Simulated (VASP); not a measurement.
# Pt in VASP: further runs

Runs on Pt. Level: r2SCAN. Tasks: single point, relaxation of cell and atoms.

Program: VASP 6.6.1. These are calculated values, not measurements. Logs are shortened: lines on timing, memory, paths and dates and some standing lists are left out, and cuts for length are marked.

### Step 1. The cell of the first run

The typed cell holds 1 atom: a = 2.604 Å, b = 2.604 Å, c = 2.604 Å, α = 90.08°, β = 90.08°, γ = 90.08°.

### Step 2. Single point, r2SCAN

The input, POSCAR:

```
Pt
1.0
    1.8423158789      1.0636615686      1.5010138086
   -1.8423158789      1.0636615686      1.5010138086
    0.0000000000     -2.1273231372      1.5010138086
Pt
1
Direct
    0.5000000000      0.5000000000      0.5000000000
```

The input, INCAR.step1:

```
SYSTEM = Pt
PREC = Accurate
ENCUT = 520
ISMEAR = 0
SIGMA = 0.1
LREAL = .False.
LASPH = .True.
NELM = 100
NBANDS = 11
GGA = PE
ALGO = Normal
EDIFF = 1E-4
LWAVE = .True.
LCHARG = .False.
```

The input, INCAR.step2:

```
SYSTEM = Pt
PREC = Accurate
ENCUT = 520
EDIFF = 1E-6
ISMEAR = 0
SIGMA = 0.1
LREAL = .False.
LASPH = .True.
NELM = 100
ALGO = Normal
ISIF = 2
LWAVE = .False.
LCHARG = .False.
METAGGA = R2SCAN
LMIXTAU = .True.
NBANDS = 11
ISTART = 1
```

The input, KPOINTS:

```
regular mesh
0
Gamma
  21 21 21
  0 0 0
```

Potentials or basis: VASP PAW PBE potentials, release 64 (Pt).

Run with:

```
> cat potpaw_PBE.64/Pt/POTCAR > POTCAR
> cp INCAR.step1 INCAR
> mpirun -np 1 vasp_std > vasp.out
> cp INCAR.step2 INCAR
> mpirun -np 1 vasp_std > vasp.out
```

OUTCAR:

```text
SYSTEM = Pt
   PREC = Accurate
   ENCUT = 520
   EDIFF = 1E-6
   ISMEAR = 0
   LREAL = .False.
   LASPH = .True.
   NELM = 100
   ISIF = 2
   METAGGA = R2SCAN
   ISTART = 1

 ion  position               nearest neighbor table
   1  0.500  0.500  0.500-

  LATTYP: Found a trigonal (rhomboedric) cell.
 ALAT       =     2.6035641309
 COS(alpha) =    -0.0014323737

  Lattice vectors:

 A1 = (   1.8423158789,   1.0636615686,   1.5010138086)
 A2 = (  -1.8423158789,   1.0636615686,   1.5010138086)
 A3 = (   0.0000000000,  -2.1273231372,   1.5010138086)

Analysis of symmetry for initial positions (statically):
=====================================================================
 Subroutine PRICEL returns:
 Original cell was already a primitive cell.

 Routine SETGRP: Setting up the symmetry group for a
 trigonal (rhombohedral) supercell.

 Subroutine GETGRP returns: Found 12 space group operations
 (whereof 12 operations were pure point group operations)
 out of a pool of 12 trial point group operations.

The static configuration has the point symmetry D_3d.

Analysis of symmetry for dynamics (positions and initial velocities):
=====================================================================
 Subroutine PRICEL returns:
 Original cell was already a primitive cell.

 Routine SETGRP: Setting up the symmetry group for a
 trigonal (rhombohedral) supercell.

 Subroutine GETGRP returns: Found 12 space group operations
 (whereof 12 operations were pure point group operations)
 out of a pool of 12 trial point group operations.

The dynamic configuration has the point symmetry D_3d.

 Subroutine INISYM returns: Found 12 space group operations
 (whereof 12 operations are pure point group operations),
 and found     1 'primitive' translations

----------------------------------------------------------------------------------------

                                     Primitive cell

  volume of cell :      17.6483

  direct lattice vectors                    reciprocal lattice vectors
     1.842315879  1.063661569  1.501013809     0.271397541  0.156691444  0.222072130
    -1.842315879  1.063661569  1.501013809    -0.271397541  0.156691444  0.222072130
     0.000000000 -2.127323137  1.501013809     0.000000000 -0.313382887  0.222072130

  length of vectors
     2.603564131  2.603564131  2.603564131     0.384089657  0.384089657  0.384089657

  position of ions in fractional coordinates (direct lattice)
     0.500000000  0.500000000  0.500000000

  ion indices of the primitive-cell ions
   primitive index   ion index
                 1           1

----------------------------------------------------------------------------------------

 KPOINTS: regular mesh

Automatic generation of k-mesh.
 Grid dimensions read from file:
 generate k-points for:   21   21   21

 Generating k-lattice:

  Cartesian coordinates                     Fractional coordinates (reciprocal lattice)
     0.012923692  0.007461497  0.010574863     0.047619048  0.000000000  0.000000000
    -0.012923692  0.007461497  0.010574863     0.000000000  0.047619048  0.000000000
     0.000000000 -0.014922995  0.010574863     0.000000000  0.000000000  0.047619048

  Length of vectors
     0.018289984  0.018289984  0.018289984

  Shift w.r.t. Gamma in fractional coordinates (k-lattice)
     0.000000000  0.000000000  0.000000000

 Subroutine IBZKPT returns following result:
 ===========================================

 Found    891 irreducible k-points:

 Following reciprocal coordinates:
            Coordinates               Weight
  0.000000  0.000000  0.000000      1.000000
  0.047619  0.000000  0.000000      6.000000
  0.095238  0.000000  0.000000      6.000000
  0.142857  0.000000  0.000000      6.000000
  0.190476  0.000000  0.000000      6.000000
  0.238095  0.000000  0.000000      6.000000
[... 16 lines left out ...]
 -0.428571  0.047619 -0.000000     12.000000
 -0.380952  0.047619 -0.000000     12.000000
 [... further k-points ...]
   k-points           NKPTS =    891   k-points in BZ     NKDIM =    891   number of bands    NBANDS=     11
   number of dos      NEDOS =    301   number of ions     NIONS =      1
   total plane-waves  NPLWV =   8000
   dimension x,y,z NGX =    20 NGY =   20 NGZ =   20
   dimension x,y,z NGXF=    40 NGYF=   40 NGZF=   40
   ions per type =               1
   NGX,Y,Z   is equivalent  to a cutoff of  12.77, 12.77, 12.77 a.u.
   NGXF,Y,Z  is equivalent  to a cutoff of  25.54, 25.54, 25.54 a.u.
 SYSTEM =  Pt
   PREC   = accura    normal or accurate (medium, high low for compatibility)
   ISTART =      1    job   : 0-new  1-cont  2-samecut
   ICHARG =      0    charge: 1-file 2-atom 10-const
   ISPIN  =      1    spin polarized calculation?
   LNONCOLLINEAR =      F non collinear calculations
   LSORBIT =      F    spin-orbit coupling
   LASPH  =      T    aspherical Exc in radial PAW
   ENCUT  =  520.0 eV  38.22 Ry    6.18 a.u.   4.84  4.84  4.84*2*pi/ulx,y,z
   NELM   =    100;   NELMIN=  2; NELMDL=  0     # of ELM steps
   EDIFF  = 0.1E-05   stopping-criterion for ELM
   LREAL  =      F    real-space projection
   EDIFFG = 0.1E-04   stopping-criterion for IOM
   NSW    =      0    number of steps for IOM
   IBRION =     -1    ionic relax: 0-MD 1-quasi-New 2-CG
   NFREE  =      0    steps in history (QN), initial steepest desc. (CG)
   ISIF   =      2    stress and relaxation
   ISYM   =      2    0-nonsym 1-usesym 2-fastsym
   POTIM  = 0.5000    time-step for ionic-motion
   TEBEG  =    0.0;   TEEND  =   0.0 temperature during run
   PSTRESS=    0.0 pullay stress
   NELECT =      10.0000    total number of electrons
   NUPDOWN=      -1.0000    fix difference up-down
   EMIN   =  10.00;   EMAX   =-10.00  energy-range for DOS
   EFERMI =   0.00;   METHOD = LEGACY
   ISMEAR =     0;   SIGMA  =   0.10  broadening in eV -4-tet -1-fermi 0-gaus
   EFERMI_NEDOS =   21; number of points for ismear=-14 and -15
   IALGO  =     38    algorithm
   IMIX   =      4    mixing-type and parameters
     AMIX     =   0.40;   BMIX     =  1.00
     AMIX_MAG =   1.60;   BMIX_MAG =  1.00
  volume/ion in A,a.u.               =      17.65       119.10
  Fermi-wavevector in a.u.,A,eV,Ry     =   1.354691  2.559995 24.969254  1.835188
  Thomas-Fermi vector in A             =   2.481842
   LORBIT       =      0    0 simple, 1 ext, 2 COOP (PROOUT), +10 PAW based schemes
   METAGGA = R2SCAN    functional components
   LHFCALC =     F    Hartree Fock is set to
   AEXX    =    0.0000 exact exchange contribution
   IVDW    =     0    specifies the selected vdW correction
   LEPSILON=     F    determine dielectric tensor
   LRPA    =     F    only Hartree local field effects (RPA)
 non-spin polarized calculation
 Gauss-broadening in eV      SIGMA  =   0.10
  energy-cutoff  :      520.00
  volume of cell :       17.65
 maximum number of plane-waves:       488
   NGX =  9   NGY =  9   NGZ =  9

 number of electron      10.0000001 magnetization

 Free energy of the ion-electron system (eV)
  ---------------------------------------------------
  ext. energy  EPLUGINS =         0.00000000
  ---------------------------------------------------
  free energy    TOTEN  =       -51.07519522 eV

  energy without entropy =      -51.06866619  energy(sigma->0) =      -51.07193071

 E-fermi :   8.3247     XC(G=0): -13.3061

 val. band max:        8.3236676566   @ k =   0.3333   0.0952   0.0952
 cond. band min:       8.3247605317   @ k =  -0.3333   0.0952   0.0952
 fundamental gap:      0.0010928751
 Fermi energy:         8.3246658508

 k-point     1 :       0.0000    0.0000    0.0000
  band No.  band energies     occupation
      1      -0.4202      2.00000
      2       2.3235      2.00000
      3       2.3235      2.00000
      4       8.6033      0.00008
      5       8.6061      0.00007
      6       8.6061      0.00007
      7      24.3616      0.00000
      8      24.3616      0.00000
      9      24.3808      0.00000
     10      30.5843      0.00000
     11      33.3728      0.00000

 k-point     2 :       0.0476    0.0000    0.0000
  band No.  band energies     occupation
      1      -0.3516      2.00000
      2       2.3362      2.00000
      3       2.3850      2.00000
      4       8.5414      0.00218
      5       8.5433      0.00199
      6       8.6101      0.00005
      7      23.8740      0.00000
      8      24.4835      0.00000
      9      24.4967      0.00000
     10      30.9244      0.00000
     11      32.8974      0.00000

 k-point     3 :       0.0952    0.0000    0.0000
  band No.  band energies     occupation
      1      -0.1541      2.00000
      2       2.3732      2.00000
      3       2.5730      2.00000
      4       8.3626      0.59135
      5       8.3647      0.57144
      6       8.6242      0.00002
      7      22.7141      0.00000
      8      24.8369      0.00000
      9      24.8513      0.00000
     10      31.4708      0.00000
     11      31.8809      0.00000

 k-point     4 :       0.1429    0.0000    0.0000
  band No.  band energies     occupation
      1       0.1476      2.00000
      2       2.4318      2.00000
      3       2.8982      2.00000
      4       8.0943      1.99888
      5       8.0965      1.99875
      6       8.6466      0.00001
      7      21.3061      0.00000
      8      25.3888      0.00000
      9      25.4053      0.00000
     10      30.7404      0.00000
     11      31.7529      0.00000
[... 239 lines left out ...]
 k-point    22 :      -0.4762    0.0476   -0.0000
  band No.  band energies     occupation
      1       2.2873      2.00000
      2       2.9820      2.00000
      3       6.0379      2.00000
      4       6.3323      2.00000
      5       8.2084      1.89991
      6       8.7722      0.00000
      7      13.2422      0.00000
      8      25.8839      0.00000
      9      28.9091      0.00000
     10      30.0168      0.00000
     11      30.6066      0.00000

 k-point    23 :      -0.4286    0.0476   -0.0000
  band No.  band energies     occupation
      1       2.1808      2.00000
      2       2.9527      2.00000
      3       6.0882      2.00000
      4       6.4164      2.00000
      5       7.6941      2.00000
      6       8.7620      0.00000
      7      13.8279      0.00000
      8      26.0684      0.00000
      9      28.9207      0.00000
     10      30.0833      0.00000
     11      30.2263      0.00000

 k-point    24 :      -0.3810    0.0476   -0.0000
  band No.  band energies     occupation
      1       1.9787      2.00000
      2       2.8977      2.00000
      3       6.0784      2.00000
      4       6.5803      2.00000
      5       7.0290      2.00000
      6       8.7424      0.00000
      7      14.7701      0.00000
      8      26.4203      0.00000
      9      28.6078      0.00000
     10      29.5750      0.00000
     11      30.5304      0.00000

 [... further k-points ...]

------------------------ aborting loop because EDIFF is reached ----------------------------------------

  FORCE on cell =-STRESS in cart. coord.  units (eV):
  Direction    XX          YY          ZZ          XY          YZ          ZX
  --------------------------------------------------------------------------------------
  -------------------------------------------------------------------------------------
  Total        0.0521877      0.0521877      0.0560133      0.0000000     -0.0000000      0.0000000
  in kB        4.7377841      4.7377841      5.0850878      0.0000000     -0.0000000      0.0000000
  external PRESSURE =       4.8535520 kB  Pullay stress =       0.0000000 kB

 VOLUME and BASIS-vectors are now :
 -----------------------------------------------------------------------------
  energy-cutoff  :      520.00
  volume of cell :       17.65
      direct lattice vectors                 reciprocal lattice vectors
     1.842315879  1.063661569  1.501013809     0.271397541  0.156691444  0.222072130
    -1.842315879  1.063661569  1.501013809    -0.271397541  0.156691444  0.222072130
     0.000000000 -2.127323137  1.501013809     0.000000000 -0.313382887  0.222072130

 POSITION                                       TOTAL-FORCE (eV/Angst)
 -----------------------------------------------------------------------------------
      0.00000      0.00000      2.25152         0.000000     -0.000000      0.000000
 -----------------------------------------------------------------------------------
    total drift:                               -0.000000      0.000000      0.000000

  FREE ENERGIE OF THE ION-ELECTRON SYSTEM (eV)
  ---------------------------------------------------
  free  energy   TOTEN  =       -51.0751952229 eV

  energy  without entropy=      -51.0686661940  energy(sigma->0) =      -51.07193071
```

It took 6.3 min on 1 thread of Intel Xeon Platinum 8259CL at 2.50GHz (Skylake/Cascade Lake), shared host; peak memory 0.27 GiB.

What came out:

```
Free energy            : -51.0752 eV
Pressure               : 0.5 GPa
Band gap on the k mesh : zero (band 5 reaches 10.49 eV, above the bottom of band 6 at 7.15 eV)
```

Caveat: the PAW data sets were made with another functional, which shifts forces and pressure a little; spin-orbit coupling is left out, which moves the levels of the heavy elements.

### Step 3. Single point, r2SCAN

This run uses another cell than the first one: it holds 2 atoms, not 1.

The input, POSCAR:

```
Pt
1.0
    1.8427141543      1.0638915130      3.0019140050
   -1.8427141543      1.0638915130      3.0019140050
    0.0000000000     -2.1277830261      3.0019140050
Pt
2
Direct
    0.2500386160      0.2500386160      0.2500386160
    0.7499613840      0.7499613840      0.7499613840
```

The input, INCAR.step1:

```
SYSTEM = Pt
PREC = Accurate
ENCUT = 520
ISMEAR = 0
SIGMA = 0.1
LREAL = .FALSE.
LASPH = .TRUE.
NELM = 60
NBANDS = 17
GGA = PE
ALGO = Normal
EDIFF = 1E-4
LWAVE = .TRUE.
LCHARG = .FALSE.
```

The input, INCAR.step2:

```
SYSTEM = Pt
PREC = Accurate
ENCUT = 520
EDIFF = 1E-7
ISMEAR = 0
SIGMA = 0.1
LREAL = .FALSE.
LASPH = .TRUE.
NELM = 60
ALGO = Normal
ISIF = 2
LWAVE = .FALSE.
LCHARG = .FALSE.
METAGGA = R2SCAN
LMIXTAU = .TRUE.
NBANDS = 17
ISTART = 1
```

The input, KPOINTS:

```
Automatic mesh
0
G
  6 6 6
  0 0 0
```

Potentials or basis: VASP PAW PBE potentials, release 64 (Pt).

Run with:

```
> cat potpaw_PBE.64/Pt/POTCAR > POTCAR
> cp INCAR.step1 INCAR
> mpirun -np 1 vasp_std > vasp.out
> cp INCAR.step2 INCAR
> mpirun -np 1 vasp_std > vasp.out
```

Run time: 35 s. Hardware: 1 thread of Intel Xeon 6975P-C (Granite Rapids), shared host; peak memory 0.16 GiB.

The run converged. Its results:

- Free energy: -102.1577 eV
- Pressure: 0.2 GPa
- Largest force: 0.009 eV/Å
- Band gap on the k mesh: zero (band 10 reaches 10.57 eV, above the bottom of band 11 at 7.36 eV)

Forces in eV/Å, atoms in the order of the input:
```
Pt   0.000  0.000 -0.009
Pt   0.000  0.000  0.009
```

Stress tensor (GPa, compression positive):
```
0.18 0.00 0.00
0.00 0.18 0.00
0.00 0.00 0.28
```

Levels at points of the mesh, in eV from the Fermi level:
| k point | band 8 | band 9 | band 10 | band 11 | band 12 | band 13 |
| --- | --- | --- | --- | --- | --- | --- |
| (0.00, 0.00, 0.00) | 0.31 | 0.31 | 2.30 | 2.30 | 10.62 | 10.62 |
| (0.50, 0.00, 0.00) | -2.10 | -2.09 | -2.09 | -0.69 | -0.68 | 13.68 |
| (0.50, 0.50, 0.00) | -1.56 | -0.29 | 0.53 | 2.14 | 4.85 | 4.86 |
| (0.50, 0.50, 0.50) | -2.09 | -2.09 | -2.09 | -0.67 | -0.66 | 13.65 |

Caveat: the PAW data sets were made with another functional, which shifts forces and pressure a little; spin-orbit coupling is left out, which moves the levels of the heavy elements.

### Step 4. Single point, r2SCAN

The input, POSCAR:

```
Pt
1.0
    2.6034522890      0.0000000000      0.0000000000
    0.0000000000      2.6034522890      0.0000000000
    0.0000000000      0.0000000000      2.6034522890
Pt
1
Direct
    0.5000000000      0.5000000000      0.5000000000
```

The input, INCAR.step1:

```
  PREC = Accurate
  ENCUT = 520
  ISMEAR = 0
  SIGMA = 0.1
  LREAL = F
  LASPH = T
  NELM = 100
  NBANDS = 11
  GGA = PE
  ALGO = Normal
  EDIFF = 1E-4
  LWAVE = T
  LCHARG = F
```

The input, INCAR.step2:

```
  PREC = Accurate
  ENCUT = 520
  EDIFF = 1E-6
  ISMEAR = 0
  SIGMA = 0.1
  LREAL = F
  LASPH = T
  NELM = 100
  ALGO = Normal
  ISIF = 2
  LWAVE = F
  LCHARG = T
  METAGGA = R2SCAN
  LMIXTAU = T
  LELF = T
  LVHAR = T
  NBANDS = 11
  ISTART = 1
```

The input, KPOINTS:

```
Automatic mesh
0
Gamma
  22 22 22
```

Run with:

```
> cat potpaw_PBE.64/Pt/POTCAR > POTCAR
> cp INCAR.step1 INCAR
> mpirun -np 1 vasp_std > vasp.out
> cp INCAR.step2 INCAR
> mpirun -np 1 vasp_std > vasp.out
```

It took 70 s on 1 thread of Intel Xeon 6975P-C (Granite Rapids), shared host; peak memory 0.18 GiB.

The run converged. Its results:

* Free energy: -51.0730 eV
* Pressure: 0.5 GPa
* Band gap on the k mesh: zero (band 5 reaches 10.59 eV, above the bottom of band 6 at 7.17 eV)

Levels at points of the mesh, in eV from the Fermi level:
| k point | band 3 | band 4 | band 5 | band 6 | band 7 | band 8 |
| --- | --- | --- | --- | --- | --- | --- |
| (0.00, 0.00, 0.00) | -6.01 | 0.28 | 0.28 | 0.28 | 16.04 | 16.04 |
| (0.50, 0.00, 0.00) | -2.02 | -2.02 | -0.34 | 0.50 | 4.83 | 17.48 |
| (0.50, 0.50, 0.00) | -1.60 | -1.60 | 2.11 | 4.83 | 4.83 | 10.21 |
| (0.50, 0.50, 0.50) | -5.15 | 2.27 | 2.27 | 10.61 | 10.61 | 10.61 |

Caveat: the PAW data sets were made with another functional, which shifts forces and pressure a little; spin-orbit coupling is left out, which moves the levels of the heavy elements.

(Part 1 of 2 ends here.)
